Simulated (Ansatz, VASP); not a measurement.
# Sc4BSb3 in VASP and in Ansatz

```
CELL_PARAMETERS angstrom
7.93218 0.00000 0.00000
-3.96609 6.86947 0.00000
0.00000 0.00000 7.03247
ATOMIC_POSITIONS crystal
Sc 0.50000 0.50000 0.00000
Sc 0.50000 0.50000 0.50000
Sc 0.00000 0.50000 0.00000
Sc 0.50000 0.00000 0.00000
Sc 0.00000 0.00000 0.50000
Sc 0.00000 0.00000 0.00000
Sc 0.50000 0.00000 0.50000
Sc 0.00000 0.50000 0.50000
B 0.33333 0.66667 0.75000
B 0.66667 0.33333 0.25000
Sb 0.66652 0.83326 0.25000
Sb 0.16674 0.83326 0.25000
Sb 0.83326 0.16674 0.75000
Sb 0.33348 0.16674 0.75000
Sb 0.16674 0.33348 0.25000
Sb 0.83326 0.66652 0.75000
```

Alike in both runs: functional PBE; k mesh 3 × 3 × 3; occupations gaussian, width 0.2 eV; no spin polarisation.

Ansatz relaxed the structure, and its values are those at the end. VASP's run is a single point on that final structure, the one shown.

```csv
,VASP,Ansatz
version,VASP 6.6.1,Ansatz 0.2.0
potentials or method,"VASP PAW PBE potentials, release 64 (Sc_sv, B, Sb), cutoff 520 eV","scalar-relativistic, plane waves, PAW"
valence electrons in the cell,124,184
```

Ansatz gave:

| Quantity | Value |
| --- | --- |
| gap on the k mesh at the Fermi level (eV) | none |
| pressure (GPa) | 0.1 |
| rms of the force components (eV/Å) | 0.003 |

Q: Estimate VASP's values.

A: gap on the k mesh at the Fermi level (eV): none; pressure (GPa): 0.2; rms of the force components (eV/Å): 0.004.

A gap of «none» marks a metal or a gap that the smearing closes. VASP's potentials hold 124 valence electrons a cell and Ansatz's 184, so a difference there can come from the potentials and not from the codes.

Spin-orbit coupling is off throughout.
